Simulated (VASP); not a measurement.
Input of a VASP 6.6.1 run:

POSCAR

```
PbSe
1.0
    0.0000000000      3.0696893648      3.0696893648
    3.0696893648      0.0000000000      3.0696893648
    3.0696893648      3.0696893648      0.0000000000
Pb Se
1 1
Direct
    0.0000000000      0.0000000000      0.0000000000
    0.5000000000      0.5000000000      0.5000000000
```

The input INCAR.step1:

```
SYSTEM = PbSe
ALGO     = Normal         ! electronic algorithm
EDIFF    = 1E-5           ! SCF threshold, eV
ENCUT    = 520            ! plane-wave cutoff, eV
GGA      = PE             ! functional
ISIF     = 2              ! what is computed and relaxed
ISMEAR   = 1              ! smearing method
LASPH    = .True.         ! aspherical terms in the spheres
LCHARG   = .False.        ! write CHGCAR
LREAL    = .False.        ! projectors in reciprocal space
LWAVE    = .True.         ! write WAVECAR
NBANDS   = 17             ! bands
NELM     = 100            ! most SCF steps
PREC     = Accurate       ! precision mode
SIGMA    = 0.05           ! smearing width, eV
```

File INCAR.step2:

```
SYSTEM = PbSe
ALGO     = Normal         ! electronic algorithm
EDIFF    = 1E-7           ! SCF threshold, eV
ENCUT    = 520            ! plane-wave cutoff, eV
GGA      = PE             ! functional
HFSCREEN = 0.2079         ! screening, 1/A
ISIF     = 2              ! what is computed and relaxed
ISMEAR   = 1              ! smearing method
ISTART   = 1            
LASPH    = .True.         ! aspherical terms in the spheres
LCHARG   = .False.        ! write CHGCAR
LHFCALC  = .True.         ! exact exchange
LREAL    = .False.        ! projectors in reciprocal space
LWAVE    = .False.        ! write WAVECAR
NBANDS   = 17             ! bands
NELM     = 100            ! most SCF steps
PREC     = Accurate       ! precision mode
PRECFOCK = Normal       
SIGMA    = 0.05           ! smearing width, eV
```

File KPOINTS:

```
k-points
0
Gamma
  4 4 4
  0 0 0
```

Potentials or basis: VASP PAW PBE potentials, release 64 (Pb_d, Se).

Command:

```sh
$ cat potpaw_PBE.64/Pb_d/POTCAR potpaw_PBE.64/Se/POTCAR > POTCAR
$ cp INCAR.step1 INCAR
$ mpirun -np 1 vasp_std > vasp.out
$ cp INCAR.step2 INCAR
$ mpirun -np 1 vasp_std > vasp.out
```

Problem. What does it give for the pressure?

Solution. 0.8 GPa.

Problem. Predict the band gap on the k mesh.

Solution. 0.74 eV.

Caveat: the k points lie up to 0.44 Å⁻¹ apart; the PAW data sets were made with another functional, which shifts forces and pressure a little; spin-orbit coupling is left out, which moves the levels of the heavy elements. A k mesh can miss the band edges.
